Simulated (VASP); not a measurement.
Wanted: the native input for a VASP 6.6.1 run.

* Task: relaxation of cell and atoms
* Functional: LDA
* Potentials or basis: VASP PAW LDA potentials, release 64 (Be, Te)
* Cutoff: 600 eV
* k mesh: 8 × 8 × 8
* Occupations: gaussian, width 0.01 eV
* Spin: no spin polarisation
* Target pressure: 2 GPa
* Dipole correction: no
* Further INCAR settings: ALGO = Normal; EDIFF = 1e-06; IBRION = 2; EDIFFG = -0.002; NSW = 100; ISIF = 3

The structure of BeTe lies in POSCAR:

```
BeTe
1.0
    2.7772249638      2.7772249638      0.0000000000
   -2.7772249638      2.7772249638      0.0000000000
    0.0000000000      2.7772249638      2.7772249638
Be Te
1 1
Direct
    0.0000000000      0.0000000000      0.0000000000
    0.7500000000      0.2500000000      0.5000000000
```

These files were run (other wordings do the same):

INCAR

```
PREC = Accurate ; ENCUT = 600
EDIFF = 1E-6 ; ISMEAR = 0
SIGMA = 0.01 ; LREAL = F
LASPH = T ; NELM = 80
ALGO = Normal ; ISIF = 3
LWAVE = F ; LCHARG = F
IBRION = 2 ; NSW = 100
EDIFFG = -0.002 ; PSTRESS = 20.0
```

KPOINTS

```
Automatic mesh
0
Gamma
  8 8 8
```

Potentials or basis: VASP PAW LDA potentials, release 64 (Be, Te).

The run is started by

```sh
$ cat potpaw_LDA.64/Be/POTCAR potpaw_LDA.64/Te/POTCAR > POTCAR
$ mpirun -np 1 vasp_std > vasp.out
```

Results of the run:

| Quantity | Value |
| --- | --- |
| Relaxed volume | 20.88 Å³/atom |
| Relaxed cell | a = 3.895 Å, b = 3.895 Å, c = 3.895 Å, α = 60.00°, β = 60.00°, γ = 90.00° |
| Space group after relaxing (to 0.1 Å) | F-43m (No. 216) |
| Energy change on relaxing (the run minimises the enthalpy) | +3.7 meV/atom |
| Ionic steps | 3 |
| Pressure after relaxing | 2.0 GPa |
| Band gap on the k mesh | 1.71 eV (least direct gap 3.52 eV) |

Caveat: the cell is relaxed towards a set pressure, so the run minimises the enthalpy, not the energy; spin-orbit coupling is left out, which moves the levels of the heavy elements.

It took 23 s on 1 thread of Intel Xeon 8259CL (shared host), peak memory 0.16 GiB.
